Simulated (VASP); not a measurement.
Wanted: the native input for a VASP 6.6.1 run.

```yaml
Task: single point
Functional: PBEsol
Potentials_or_basis: VASP PAW PBE potentials, release 64 (Ti_sv, O)
Cutoff: 520 eV
k_mesh: 10 × 10 × 10
Occupations: fermi-dirac, width 0.05 eV
Spin: no spin polarisation
Dipole_correction: no
Further_INCAR_settings: ALGO = Normal; EDIFF = 1e-06; NBANDS = 33
```

The structure of TiO2 (Anatase) lies in POSCAR:

```
TiO2
1.0
   -1.8848870443      1.8848870443      4.7758985203
    1.8848870443     -1.8848870443      4.7758985203
    1.8848870443      1.8848870443     -4.7758985203
Ti O
2 4
Direct
    0.7500000000      0.2500000000      0.5000000000
    0.0000000000      0.0000000000      0.0000000000
    0.7924732885      0.7924732885      0.0000000000
    0.5424732885      0.0424732885      0.5000000000
    0.9575267115      0.4575267115      0.5000000000
    0.2075267115      0.2075267115      0.0000000000
```

The input as run:

INCAR

```
SYSTEM = TiO2
PREC = Accurate
ENCUT = 520
EDIFF = 1E-6
ISMEAR = -1
SIGMA = 0.05
LREAL = .False.
LASPH = .True.
NELM = 80
ALGO = Normal
ISIF = 2
LWAVE = .False.
LCHARG = .False.
GGA = PS
NBANDS = 33
```

KPOINTS

```
Automatic mesh
0
Gamma
  10 10 10
  0 0 0
```

Potentials or basis: VASP PAW PBE potentials, release 64 (Ti_sv, O).

Command:

```sh
$ cat potpaw_PBE.64/Ti_sv/POTCAR potpaw_PBE.64/O/POTCAR > POTCAR
$ mpirun -np 1 vasp_std > vasp.out
```

Results of the run:

```yaml
Pressure: 0.7 GPa
Largest_force: 0.020 eV/Å
Band_gap_on_the_k_mesh: 2.10 eV, indirect (least direct gap 2.42 eV)
```

Caveat: the PAW data sets were made with another functional, which shifts forces and pressure a little.

It took 4.5 min on 1 thread of AMD EPYC 9R45 96-Core Processor (Zen 5), on a shared host, peak memory 0.33 GiB.
